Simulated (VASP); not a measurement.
# Ga5As3P2 in VASP: further runs, part 2 of 2

VASP 6.6.1. Earlier steps stand in the parts before.

### Step 3. Single point, PBE

This run uses another cell than the first one, of 20.44 Å³/atom, 0.908 times its volume.

Contents of INCAR:

```
  PREC = Accurate
  ENCUT = 520
  EDIFF = 1E-7
  ISMEAR = 0
  SIGMA = 0.1
  LREAL = F
  LASPH = T
  NELM = 100
  ALGO = Normal
  ISIF = 2
  LWAVE = F
  LCHARG = F
  GGA = PE
  NBANDS = 56
```

Contents of KPOINTS:

```
Automatic mesh
0
Gamma
  6 6 6
```

Contents of POSCAR:

```
Ga5As3P2
1.0
   -1.9334302300      1.9334302300     13.6714162900
    1.9334302300     -1.9334302300     13.6714162900
    1.9334302300      1.9334302300    -13.6714162900
Ga P As
5 2 3
Direct
    0.9000000000      0.9000000000      0.0000000000
    0.5000000000      0.5000000000      0.0000000000
    0.1000000000      0.1000000000      0.0000000000
    0.7000000000      0.7000000000      0.0000000000
    0.3000000000      0.3000000000      0.0000000000
    0.6500000000      0.1500000000      0.5000000000
    0.8500000000      0.3500000000      0.5000000000
    0.4500000000      0.9500000000      0.5000000000
    0.0500000000      0.5500000000      0.5000000000
    0.2500000000      0.7500000000      0.5000000000
```

Potentials or basis: VASP PAW PBE potentials, release 64 (Ga_d, P, As).

The run is started by

```bash
$ cat potpaw_PBE.64/Ga_d/POTCAR potpaw_PBE.64/P/POTCAR potpaw_PBE.64/As/POTCAR > POTCAR
$ mpirun -np 1 vasp_std > vasp.out
```

OUTCAR:

```text
PREC = Accurate
   ENCUT = 520
   EDIFF = 1E-7
   ISMEAR = 0
   LREAL = F
   LASPH = T
   NELM = 100
   ISIF = 2
   GGA = PE

 ion  position               nearest neighbor table
   1  0.900  0.900  0.000-   7 2.37   7 2.37   8 2.37   8 2.37
   2  0.500  0.500  0.000-   9 2.37   8 2.37   9 2.37   8 2.37
   3  0.100  0.100  0.000-   6 2.37   6 2.37   9 2.37   9 2.37
   4  0.700  0.700  0.000-  10 2.37  10 2.37   6 2.37   6 2.37
   5  0.300  0.300  0.000-  10 2.37  10 2.37   7 2.37   7 2.37
   6  0.650  0.150  0.500-   3 2.37   3 2.37   4 2.37   4 2.37
   7  0.850  0.350  0.500-   1 2.37   1 2.37   5 2.37   5 2.37
   8  0.450  0.950  0.500-   2 2.37   2 2.37   1 2.37   1 2.37
   9  0.050  0.550  0.500-   2 2.37   2 2.37   3 2.37   3 2.37
  10  0.250  0.750  0.500-   5 2.37   4 2.37   5 2.37   4 2.37

  LATTYP: Found a body centered tetragonal cell.
 ALAT       =     3.8668604600
 C/A-ratio  =     7.0710678244

  Lattice vectors:

 A1 = (  -1.9334302300,   1.9334302300,  13.6714162900)
 A2 = (   1.9334302300,  -1.9334302300,  13.6714162900)
 A3 = (   1.9334302300,   1.9334302300, -13.6714162900)
[... 195 lines left out ...]
 cond. band min:       6.1606893255   @ k =  -0.1667  -0.1667   0.1667
 fundamental gap:      1.3835115624
 Fermi energy:         5.2426114837

 k-point     1 :       0.0000    0.0000    0.0000
  band No.  band energies     occupation
      1     -10.2435      2.00000
      2     -10.1602      2.00000
      3     -10.1059      2.00000
      4     -10.1059      2.00000
      5     -10.1050      2.00000
      6     -10.1000      2.00000
[... 1405 lines left out ...]
     55       8.9691      0.00000
     56       9.0306      0.00000

 [... further k-points ...]
[... 5 lines left out ...]
  --------------------------------------------------------------------------------------
  -------------------------------------------------------------------------------------
  Total       10.8543833     10.8543833     10.5325160      0.0000000      0.0000000      0.0000000
  in kB       85.0717229     85.0717229     82.5490728      0.0000000      0.0000000      0.0000000
  external PRESSURE =      84.2308396 kB  Pullay stress =       0.0000000 kB

 VOLUME and BASIS-vectors are now :
 -----------------------------------------------------------------------------
  energy-cutoff  :      520.00
  volume of cell :      204.42
      direct lattice vectors                 reciprocal lattice vectors
    -1.933430230  1.933430230 13.671416290     0.000000000  0.258607729  0.036572656
     1.933430230 -1.933430230 13.671416290     0.258607729  0.000000000  0.036572656
     1.933430230  1.933430230-13.671416290     0.258607729  0.258607729  0.000000000

 POSITION                                       TOTAL-FORCE (eV/Angst)
 -----------------------------------------------------------------------------------
      0.00000      0.00000     24.60855        -0.000000      0.000000     -0.881537
      0.00000      0.00000     13.67142         0.000000     -0.000000     -0.000000
      0.00000      0.00000      2.73428        -0.000000      0.000000      0.881537
      0.00000      0.00000     19.13998         0.000000     -0.000000     -0.868827
      0.00000      0.00000      8.20285         0.000000     -0.000000      0.868827
      0.00000      1.93343      4.10142         0.000000     -0.000000      0.000643
     -0.00000      1.93343      9.56999         0.000000     -0.000000     -0.000643
      1.93343      0.00000     12.30427         0.000000     -0.000000     -0.067590
      1.93343      0.00000      1.36714         0.000000     -0.000000      0.067590
      1.93343      0.00000      6.83571         0.000000     -0.000000     -0.000000
 -----------------------------------------------------------------------------------
    total drift:                                0.000002     -0.000002      0.000000

  FREE ENERGIE OF THE ION-ELECTRON SYSTEM (eV)
  ---------------------------------------------------
  free  energy   TOTEN  =       -42.3517292466 eV

  energy  without entropy=      -42.3517292466  energy(sigma->0) =      -42.35172925
```

Run time: 52 min. Hardware: 1 thread of Intel Xeon 6975P-C (Granite Rapids), shared host; peak memory 2.1 GiB.

Results:

- Free energy: -42.3517 eV
- Pressure: 8.4 GPa
- Largest force: 0.882 eV/Å
- Band gap on the k mesh: 1.38 eV, indirect (least direct gap 1.39 eV)

Forces in eV/Å, atoms in the order of the input:
```
Ga   0.000  0.000 -0.882
Ga   0.000  0.000  0.000
Ga   0.000  0.000  0.882
Ga   0.000  0.000 -0.869
Ga   0.000  0.000  0.869
P    0.000  0.000  0.001
P    0.000  0.000 -0.001
As   0.000  0.000 -0.068
As   0.000  0.000  0.068
As   0.000  0.000  0.000
```

Stress tensor (GPa, compression positive):
```
8.51 0.00 0.00
0.00 8.51 0.00
0.00 0.00 8.25
```

A k mesh can miss the band edges. A hybrid or GW would open this gap; PBE tends to underestimate it.

### Step 4. Single point, PBE

Contents of INCAR:

```
PREC = Accurate ; ENCUT = 520
EDIFF = 1E-7 ; ISMEAR = 0
SIGMA = 0.1 ; LREAL = False
LASPH = True ; NELM = 100
ALGO = Normal ; ISIF = 2
LWAVE = False ; LCHARG = True
GGA = PE ; LELF = True
LVHAR = True ; NBANDS = 56
```

Contents of KPOINTS:

```
regular mesh
0
Gamma
  4 4 4
```

Contents of POSCAR:

```
Ga5As3P2
1.0
   -0.0001517382     -4.0178913830     -0.0011042214
    4.0152890408      0.0001498876     -0.0002776875
   -2.0050208144      2.0119219431     13.9858377330
Ga P As
5 2 3
Direct
    0.8979311439      0.8967091566      0.7942099874
    0.4988764863      0.5004865153      0.0000725245
    0.1031498022      0.1021105193      0.2058424380
    0.6987994376      0.6985907473      0.3970094984
    0.3011399867      0.3021265911      0.6029633717
    0.6509307657      0.1508369679      0.3014112172
    0.8491622242      0.3490021474      0.6985074520
    0.4492525395      0.9488893111      0.8971775489
    0.0505019582      0.5507783988      0.1028753389
    0.2502556556      0.7504696452      0.4999306229
```

The run is started by

```bash
$ cat potpaw_PBE.64/Ga_d/POTCAR potpaw_PBE.64/P/POTCAR potpaw_PBE.64/As/POTCAR > POTCAR
$ mpirun -np 1 vasp_std > vasp.out
```

Run time: 10 min. Hardware: 1 thread of Intel Xeon Platinum 8259CL at 2.50GHz (Skylake/Cascade Lake), shared host; peak memory 0.52 GiB.

It converged, with:

```
Free energy            : -42.7471 eV
Pressure               : 0.1 GPa
Largest force          : 0.018 eV/Å
Band gap on the k mesh : 0.64 eV, direct
```

Forces on the atoms (eV/Å):
```
Ga   0.003  0.007 -0.016
Ga  -0.006 -0.005 -0.002
Ga   0.005  0.005  0.016
Ga   0.003  0.003  0.004
Ga  -0.007 -0.004 -0.005
P   -0.006 -0.002 -0.002
P    0.002  0.001  0.007
As   0.002  0.001 -0.010
As   0.002 -0.005  0.006
As   0.001 -0.001  0.003
```

Stress tensor (GPa, compression positive):
```
 0.14  0.00 -0.01
 0.00  0.07 -0.03
-0.01 -0.03  0.05
```

Levels at points of the mesh, in eV from the valence-band top:
```tsv
k point	band 41	band 42	band 43	band 44	band 45	band 46	band 47	band 48	band 49	band 50
(0.00, 0.00, 0.00)	-1.13	-1.13	-0.04	-0.03	0.00	0.64	1.36	1.40	1.94	2.05
(0.50, 0.00, 0.00)	-1.54	-1.06	-1.02	-0.98	-0.94	1.08	1.82	1.85	2.48	2.76
(0.00, 0.50, 0.00)	-1.54	-1.06	-1.02	-0.98	-0.95	1.08	1.81	1.84	2.47	2.75
(0.50, 0.50, 0.00)	-2.87	-2.86	-2.80	-2.53	-2.52	1.55	1.75	2.32	2.39	2.47
(0.00, 0.00, 0.50)	-1.41	-0.52	-0.52	-0.41	-0.40	1.47	1.49	1.55	1.81	2.01
(0.50, 0.00, 0.50)	-1.54	-1.06	-1.02	-0.98	-0.94	1.09	1.81	1.84	2.48	2.76
(0.00, 0.50, 0.50)	-1.54	-1.06	-1.02	-0.98	-0.95	1.08	1.81	1.84	2.47	2.75
(0.50, 0.50, 0.50)	-2.87	-2.86	-2.80	-2.53	-2.52	1.55	1.75	2.32	2.39	2.47
```

A k mesh can miss the band edges.

### Step 5. Overview

| cell | k mesh | gap on the mesh (eV) | pressure (GPa) | largest force (eV/Å) |
| --- | --- | --- | --- | --- |
| a = 3.991, b = 3.991, c = 14.416 Å, angles 98.0, 98.0, 90.0°, 10 atoms | 4 × 4 × 4 | 0.66 | 0.2 | 0.01 |
| a = 13.942 Å, angles 164.1, 164.1, 22.6°, 10 atoms | 6 × 6 × 6 | 1.38 | 8.4 | 0.88 |
| a = 4.018, b = 4.015, c = 14.271 Å, angles 98.1, 98.1, 90.0°, 10 atoms | 4 × 4 × 4 | 0.64 | 0.1 | 0.02 |

Alike in all rows: task single point; level PBE; potentials or basis VASP PAW PBE potentials, release 64 (Ga_d, P, As); no spin polarisation; cutoff (eV) 520; smearing gaussian 0.1 eV.

Absolute energies hang on the potentials; compare differences alone.
